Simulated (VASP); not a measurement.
# LuSc3 (Pm-3m) in VASP: notebook

The runs below take LuSc3 through single point, relaxation of volume and atoms at fixed shape, with LDA.

Program: VASP 6.6.1. These are calculated values, not measurements. Logs are shortened: lines on timing, memory, paths and dates and some standing lists are left out, and cuts for length are marked.

## (1) The cell of the first run

Symmetry: Pm-3m, No. 221, cubic system. Conventional cell: a = 4.523 Å, b = 4.523 Å, c = 4.523 Å, α = 90.00°, β = 90.00°, γ = 90.00°. Within 4.2 Å of Lu (site symmetry m-3m) lie 12 Sc at 3.20 Å. Sc (site symmetry 4/mmm) has 4 Lu at 3.20 Å and 8 Sc at 3.20 Å within 4.2 Å.

## (2) Single point, LDA

INCAR reads:

```
PREC     = Accurate       # precision mode
ENCUT    = 520            # plane-wave cutoff, eV
EDIFF    = 1E-6           # SCF threshold, eV
ISMEAR   = -1             # smearing method
SIGMA    = 0.05           # smearing width, eV
LREAL    = False          # projectors in reciprocal space
LASPH    = True           # aspherical terms in the spheres
NELM     = 60             # most SCF steps
ALGO     = Normal         # electronic algorithm
ISIF     = 2              # what is computed and relaxed
LWAVE    = False          # write WAVECAR
LCHARG   = False          # write CHGCAR
GGA      = CA             # functional
NBANDS   = 37             # bands
```

KPOINTS reads:

```
regular mesh
0
Gamma
  5 5 5
```

POSCAR reads:

```
LuSc3
1.0
    4.5225177688      0.0000000000      0.0000000000
    0.0000000000      4.5225177688      0.0000000000
    0.0000000000      0.0000000000      4.5225177688
Lu Sc
1 3
Direct
    0.0000000000      0.0000000000      0.0000000000
    0.0000000000      0.5000000000      0.5000000000
    0.5000000000      0.0000000000      0.5000000000
    0.5000000000      0.5000000000      0.0000000000
```

Potentials or basis: VASP PAW PBE potentials, release 64 (Lu, Sc_sv).

The run is started by

```bash
$ cat potpaw_PBE.64/Lu/POTCAR potpaw_PBE.64/Sc_sv/POTCAR > POTCAR
$ mpirun -np 1 vasp_std > vasp.out
```

OUTCAR:

```text
PREC = Accurate
   ENCUT = 520
   EDIFF = 1E-6
   ISMEAR = -1
   LREAL = False
   LASPH = True
   NELM = 60
   ISIF = 2
   GGA = CA

 ion  position               nearest neighbor table
   1  0.000  0.000  0.000-   2 3.20   3 3.20   4 3.20   2 3.20   3 3.20   2 3.20   4 3.20   2 3.20
                             3 3.20   4 3.20   3 3.20   4 3.20
   2  0.000  0.500  0.500-   1 3.20   3 3.20   4 3.20   1 3.20   4 3.20   1 3.20   3 3.20   1 3.20
                             3 3.20   4 3.20   4 3.20   3 3.20
   3  0.500  0.000  0.500-   1 3.20   2 3.20   4 3.20   1 3.20   4 3.20   2 3.20   4 3.20   4 3.20
                             1 3.20   2 3.20   1 3.20   2 3.20
   4  0.500  0.500  0.000-   1 3.20   2 3.20   3 3.20   2 3.20   3 3.20   1 3.20   3 3.20   3 3.20
                             1 3.20   2 3.20   2 3.20   1 3.20

  LATTYP: Found a simple cubic cell.
 ALAT       =     4.5225177688

  Lattice vectors:

 A1 = (   4.5225177688,   0.0000000000,   0.0000000000)
 A2 = (   0.0000000000,   4.5225177688,   0.0000000000)
 A3 = (   0.0000000000,   0.0000000000,   4.5225177688)

Analysis of symmetry for initial positions (statically):
=====================================================================
 Subroutine PRICEL returns:
 Original cell was already a primitive cell.

 Routine SETGRP: Setting up the symmetry group for a
 simple cubic supercell.

 Subroutine GETGRP returns: Found 48 space group operations
 (whereof 48 operations were pure point group operations)
 out of a pool of 48 trial point group operations.

The static configuration has the point symmetry O_h .

Analysis of symmetry for dynamics (positions and initial velocities):
=====================================================================
 Subroutine PRICEL returns:
 Original cell was already a primitive cell.

 Routine SETGRP: Setting up the symmetry group for a
 simple cubic supercell.

 Subroutine GETGRP returns: Found 48 space group operations
 (whereof 48 operations were pure point group operations)
 out of a pool of 48 trial point group operations.

The dynamic configuration has the point symmetry O_h .

 Subroutine INISYM returns: Found 48 space group operations
 (whereof 48 operations are pure point group operations),
 and found     1 'primitive' translations

----------------------------------------------------------------------------------------

                                     Primitive cell

  volume of cell :      92.4998

  direct lattice vectors                    reciprocal lattice vectors
     4.522517769  0.000000000  0.000000000     0.221115770  0.000000000  0.000000000
     0.000000000  4.522517769  0.000000000     0.000000000  0.221115770  0.000000000
     0.000000000  0.000000000  4.522517769     0.000000000  0.000000000  0.221115770

  length of vectors
     4.522517769  4.522517769  4.522517769     0.221115770  0.221115770  0.221115770

  position of ions in fractional coordinates (direct lattice)
     0.000000000  0.000000000  0.000000000
     0.000000000  0.500000000  0.500000000
     0.500000000  0.000000000  0.500000000
     0.500000000  0.500000000  0.000000000

  ion indices of the primitive-cell ions
   primitive index   ion index
                 1           1
                 2           2
                 3           3
                 4           4

----------------------------------------------------------------------------------------

 KPOINTS: regular mesh

Automatic generation of k-mesh.
 Grid dimensions read from file:
 generate k-points for:    5    5    5

 Generating k-lattice:

  Cartesian coordinates                     Fractional coordinates (reciprocal lattice)
     0.044223154  0.000000000  0.000000000     0.200000000  0.000000000  0.000000000
     0.000000000  0.044223154  0.000000000     0.000000000  0.200000000  0.000000000
     0.000000000  0.000000000  0.044223154     0.000000000  0.000000000  0.200000000

  Length of vectors
     0.044223154  0.044223154  0.044223154

  Shift w.r.t. Gamma in fractional coordinates (k-lattice)
     0.000000000  0.000000000  0.000000000

 Subroutine IBZKPT returns following result:
 ===========================================

 Found     10 irreducible k-points:

 Following reciprocal coordinates:
            Coordinates               Weight
  0.000000  0.000000  0.000000      1.000000
  0.200000  0.000000  0.000000      6.000000
  0.400000  0.000000  0.000000      6.000000
  0.200000  0.200000  0.000000     12.000000
  0.400000  0.200000  0.000000     24.000000
  0.400000  0.400000  0.000000     12.000000
  0.200000  0.200000  0.200000      8.000000
  0.400000  0.200000  0.200000     24.000000
  0.400000  0.400000  0.200000     24.000000
  0.400000  0.400000  0.400000      8.000000
   k-points           NKPTS =     10   k-points in BZ     NKDIM =     10   number of bands    NBANDS=     37
   number of dos      NEDOS =    301   number of ions     NIONS =      4
   total plane-waves  NPLWV =  46656
   dimension x,y,z NGX =    36 NGY =   36 NGZ =   36
   dimension x,y,z NGXF=    72 NGYF=   72 NGZF=   72
   ions per type =               1   3
   NGX,Y,Z   is equivalent  to a cutoff of  13.23, 13.23, 13.23 a.u.
   NGXF,Y,Z  is equivalent  to a cutoff of  26.47, 26.47, 26.47 a.u.
 SYSTEM =  unknown system
   PREC   = accura    normal or accurate (medium, high low for compatibility)
   ISTART =      0    job   : 0-new  1-cont  2-samecut
   ICHARG =      2    charge: 1-file 2-atom 10-const
   ISPIN  =      1    spin polarized calculation?
   LNONCOLLINEAR =      F non collinear calculations
   LSORBIT =      F    spin-orbit coupling
   LASPH  =      T    aspherical Exc in radial PAW
   ENCUT  =  520.0 eV  38.22 Ry    6.18 a.u.   8.41  8.41  8.41*2*pi/ulx,y,z
   NELM   =     60;   NELMIN=  2; NELMDL= -5     # of ELM steps
   EDIFF  = 0.1E-05   stopping-criterion for ELM
   LREAL  =      F    real-space projection
   EDIFFG = 0.1E-04   stopping-criterion for IOM
   NSW    =      0    number of steps for IOM
   IBRION =     -1    ionic relax: 0-MD 1-quasi-New 2-CG
   NFREE  =      0    steps in history (QN), initial steepest desc. (CG)
   ISIF   =      2    stress and relaxation
   ISYM   =      2    0-nonsym 1-usesym 2-fastsym
   POTIM  = 0.5000    time-step for ionic-motion
   TEBEG  =    0.0;   TEEND  =   0.0 temperature during run
   PSTRESS=    0.0 pullay stress
   NELECT =      58.0000    total number of electrons
   NUPDOWN=      -1.0000    fix difference up-down
   EMIN   =  10.00;   EMAX   =-10.00  energy-range for DOS
   EFERMI =   0.00;   METHOD = LEGACY
   ISMEAR =    -1;   SIGMA  =   0.05  broadening in eV -4-tet -1-fermi 0-gaus
   EFERMI_NEDOS =   21; number of points for ismear=-14 and -15
   IALGO  =     38    algorithm
   IMIX   =      4    mixing-type and parameters
     AMIX     =   0.40;   BMIX     =  1.00
     AMIX_MAG =   1.60;   BMIX_MAG =  1.00
  volume/ion in A,a.u.               =      23.12       156.05
  Fermi-wavevector in a.u.,A,eV,Ry     =   1.401212  2.647907 26.713616  1.963395
  Thomas-Fermi vector in A             =   2.524096
   LORBIT       =      0    0 simple, 1 ext, 2 COOP (PROOUT), +10 PAW based schemes
   GGA     = CA    functional components
   LHFCALC =     F    Hartree Fock is set to
   AEXX    =    0.0000 exact exchange contribution
   IVDW    =     0    specifies the selected vdW correction
   LEPSILON=     F    determine dielectric tensor
   LRPA    =     F    only Hartree local field effects (RPA)
 non-spin polarized calculation
  energy-cutoff  :      520.00
  volume of cell :       92.50
 maximum number of plane-waves:      2517
 NGX is ok and might be reduce to    36
   NGX = 17   NGY = 17   NGZ = 17

 number of electron      58.0000022 magnetization

 Free energy of the ion-electron system (eV)
  ---------------------------------------------------
  ext. energy  EPLUGINS =         0.00000000
  ---------------------------------------------------
  free energy    TOTEN  =       -25.32849589 eV

  energy without entropy =      -25.25824143  energy(sigma->0) =      -25.29336866

 E-fermi :   3.6187     XC(G=0): -10.8513

 val. band max:        3.6171700292   @ k =   0.4000   0.2000   0.2000
 cond. band min:       3.7204649544   @ k =   0.4000   0.4000   0.2000
 fundamental gap:      0.1032949253
 Fermi energy:         3.6187162171

 k-point     1 :       0.0000    0.0000    0.0000
  band No.  band energies     occupation
      1     -51.8262      2.00000
      2     -44.9717      2.00000
      3     -44.8887      2.00000
      4     -44.8887      2.00000
      5     -24.1332      2.00000
      6     -24.1332      2.00000
[... 29 lines left out ...]
     36       6.0624      0.00000
     37       6.9288      0.00000

 k-point     2 :       0.2000    0.0000    0.0000
  band No.  band energies     occupation
      1     -51.8261      2.00000
      2     -44.9648      2.00000
      3     -44.8957      2.00000
      4     -44.8886      2.00000
      5     -24.1088      2.00000
      6     -24.1088      2.00000
[... 29 lines left out ...]
     36       5.5548      0.00000
     37       6.6123      0.00000

 k-point     3 :       0.4000    0.0000    0.0000
  band No.  band energies     occupation
      1     -51.8259      2.00000
      2     -44.9489      2.00000
      3     -44.9118      2.00000
      4     -44.8885      2.00000
      5     -24.0533      2.00000
      6     -24.0533      2.00000
[... 29 lines left out ...]
     36       6.0345      0.00000
     37       6.0374      0.00000

 k-point     4 :       0.2000    0.2000    0.0000
  band No.  band energies     occupation
      1     -51.8260      2.00000
      2     -44.9585      2.00000
      3     -44.8982      2.00000
      4     -44.8924      2.00000
      5     -24.1055      2.00000
      6     -24.0853      2.00000
[... 29 lines left out ...]
     36       5.6311      0.00000
     37       6.5359      0.00000

 k-point     5 :       0.4000    0.2000    0.0000
  band No.  band energies     occupation
      1     -51.8258      2.00000
      2     -44.9434      2.00000
      3     -44.9119      2.00000
      4     -44.8937      2.00000
      5     -24.0694      2.00000
      6     -24.0310      2.00000
[... 29 lines left out ...]
     36       6.0920      0.00000
     37       6.2656      0.00000

 k-point     6 :       0.4000    0.4000    0.0000
  band No.  band energies     occupation
      1     -51.8257      2.00000
      2     -44.9299      2.00000
      3     -44.9136      2.00000
      4     -44.9053      2.00000
      5     -24.0803      2.00000
      6     -24.0523      2.00000
[... 29 lines left out ...]
     36       5.9953      0.00000
     37       6.0861      0.00000

 k-point     7 :       0.2000    0.2000    0.2000
  band No.  band energies     occupation
      1     -51.8259      2.00000
      2     -44.9527      2.00000
      3     -44.8982      2.00000
      4     -44.8982      2.00000
      5     -24.1197      2.00000
      6     -24.0547      2.00000
[... 29 lines left out ...]
     36       5.6068      0.00000
     37       6.5963      0.00000

 k-point     8 :       0.4000    0.2000    0.2000
  band No.  band energies     occupation
      1     -51.8258      2.00000
      2     -44.9388      2.00000
      3     -44.9120      2.00000
      4     -44.8980      2.00000
      5     -24.1071      2.00000
      6     -24.0479      2.00000
[... 29 lines left out ...]
     36       5.7392      0.00000
     37       6.1202      0.00000

 k-point     9 :       0.4000    0.4000    0.2000
  band No.  band energies     occupation
      1     -51.8256      2.00000
      2     -44.9275      2.00000
      3     -44.9135      2.00000
      4     -44.9075      2.00000
      5     -24.1277      2.00000
      6     -24.0920      2.00000
[... 29 lines left out ...]
     36       5.5713      0.00000
     37       5.6821      0.00000

 k-point    10 :       0.4000    0.4000    0.4000
  band No.  band energies     occupation
      1     -51.8255      2.00000
      2     -44.9214      2.00000
      3     -44.9134      2.00000
      4     -44.9134      2.00000
      5     -24.1819      2.00000
      6     -24.1224      2.00000
[... 29 lines left out ...]
     36       5.3252      0.00000
     37       5.3427      0.00000

------------------------ aborting loop because EDIFF is reached ----------------------------------------

  FORCE on cell =-STRESS in cart. coord.  units (eV):
  Direction    XX          YY          ZZ          XY          YZ          ZX
  --------------------------------------------------------------------------------------
  -------------------------------------------------------------------------------------
  Total        0.0517635      0.0517635      0.0517635      0.0000000      0.0000000     -0.0000000
  in kB        0.8965891      0.8965891      0.8965891      0.0000000      0.0000000     -0.0000000
  external PRESSURE =       0.8965891 kB  Pullay stress =       0.0000000 kB

 VOLUME and BASIS-vectors are now :
 -----------------------------------------------------------------------------
  energy-cutoff  :      520.00
  volume of cell :       92.50
      direct lattice vectors                 reciprocal lattice vectors
     4.522517769  0.000000000  0.000000000     0.221115770  0.000000000  0.000000000
     0.000000000  4.522517769  0.000000000     0.000000000  0.221115770  0.000000000
     0.000000000  0.000000000  4.522517769     0.000000000  0.000000000  0.221115770

 POSITION                                       TOTAL-FORCE (eV/Angst)
 -----------------------------------------------------------------------------------
      0.00000      0.00000      0.00000         0.000000      0.000000      0.000000
      0.00000      2.26126      2.26126         0.000000      0.000000      0.000000
      2.26126      0.00000      2.26126         0.000000      0.000000      0.000000
      2.26126      2.26126      0.00000         0.000000      0.000000      0.000000
 -----------------------------------------------------------------------------------
    total drift:                                0.000000      0.000000      0.000000

  FREE ENERGIE OF THE ION-ELECTRON SYSTEM (eV)
  ---------------------------------------------------
  free  energy   TOTEN  =       -25.3284958855 eV

  energy  without entropy=      -25.2582414319  energy(sigma->0) =      -25.29336866
```

Wall time 87 s (1 thread of AMD EPYC 7R13, shared host); peak memory 0.16 GiB.

Results:

```yaml
Free_energy: -25.3285 eV
Pressure: 0.1 GPa
Band_gap_on_the_k_mesh: zero (band 29 reaches 4.01 eV, above the bottom of band 30 at 2.73 eV)
```

Levels at points of the mesh, in eV from the Fermi level:
| k point | band 26 | band 27 | band 28 | band 29 | band 30 | band 31 | band 32 | band 33 | band 34 | band 35 |
| --- | --- | --- | --- | --- | --- | --- | --- | --- | --- | --- |
| (0.00, 0.00, 0.00) | -1.98 | -1.75 | -0.89 | -0.89 | -0.89 | 1.73 | 1.73 | 1.73 | 2.44 | 2.44 |

Caveat: the PAW data sets were made with another functional, which shifts forces and pressure a little; spin-orbit coupling is left out, which moves the levels of the heavy elements.

## (3) Relaxation of volume and atoms at fixed shape, LDA

This run uses another cell than the first one, of 26.04 Å³/atom, 1.126 times its volume.

INCAR reads:

```
SYSTEM = LuSc3
ALGO = Normal
EDIFF = 1E-7
EDIFFG = -0.01
ENCUT = 600
GGA = CA
IBRION = 2
ISIF = 8
ISMEAR = -1
LASPH = .True.
LCHARG = .False.
LREAL = .False.
LWAVE = .False.
NELM = 60
NSW = 80
PREC = Accurate
SIGMA = 0.05
```

KPOINTS reads:

```
k-points
0
Gamma
  5 5 5
  0 0 0
```

POSCAR reads:

```
LuSc3
1.0
    4.7050000000      0.0000000000      0.0000000000
    0.0000000000      4.7050000000      0.0000000000
    0.0000000000      0.0000000000      4.7050000000
Lu Sc
1 3
Direct
    0.0000000000      0.0000000000      0.0000000000
    0.0000000000      0.5000000000      0.5000000000
    0.5000000000      0.0000000000      0.5000000000
    0.5000000000      0.5000000000      0.0000000000
```

Potentials or basis: VASP PAW PBE potentials, release 64 (Lu, Sc_sv).

The run is started by

```bash
$ cat potpaw_PBE.64/Lu/POTCAR potpaw_PBE.64/Sc_sv/POTCAR > POTCAR
$ mpirun -np 1 vasp_std > vasp.out
```

It took 5.9 min on 1 thread of AMD EPYC 7R13, shared host; peak memory 0.2 GiB.

Results (log left out):

| Quantity | Value |
| --- | --- |
| Free energy | -25.3297 eV |
| Relaxed volume | 23.19 Å³/atom |
| Relaxed cell | a = 4.527 Å, b = 4.527 Å, c = 4.527 Å, α = 90.00°, β = 90.00°, γ = 90.00° |
| Space group after relaxing (to 0.05 Å) | Pm-3m (No. 221) |
| Energy gained by relaxing | 51.2 meV/atom |
| Ionic steps | 3 |
| Pressure after relaxing | 0.0 GPa |
| Band gap on the k mesh | zero (band 29 reaches 3.99 eV, above the bottom of band 30 at 2.72 eV) |

The path:
```
step  energy change (eV)  largest force (eV/Å)  pressure (GPa)  volume (Å³)
   1              0.0000                0.0000           -5.31       104.15
   2             -0.2026                0.0000            0.67        91.69
   3             -0.2048                0.0000            0.01        92.75
```

Final structure:
```
Lu Sc
1.0
     4.52662    0.00000    0.00000
     0.00000    4.52662    0.00000
     0.00000    0.00000    4.52662
Lu Sc
1 3
Cartesian
  0.0000 0.0000 0.0000
  0.0000 2.2633 2.2633
  2.2633 0.0000 2.2633
  2.2633 2.2633 0.0000
```

Levels at points of the mesh, in eV from the Fermi level:
| k point | band 27 | band 28 | band 29 | band 30 | band 31 | band 32 | band 33 | band 34 |
| --- | --- | --- | --- | --- | --- | --- | --- | --- |
| (0.00, 0.00, 0.00) | -1.75 | -0.88 | -0.88 | -0.88 | 1.72 | 1.72 | 1.72 | 2.43 |

Caveat: the PAW data sets were made with another functional, which shifts forces and pressure a little; spin-orbit coupling is left out, which moves the levels of the heavy elements.
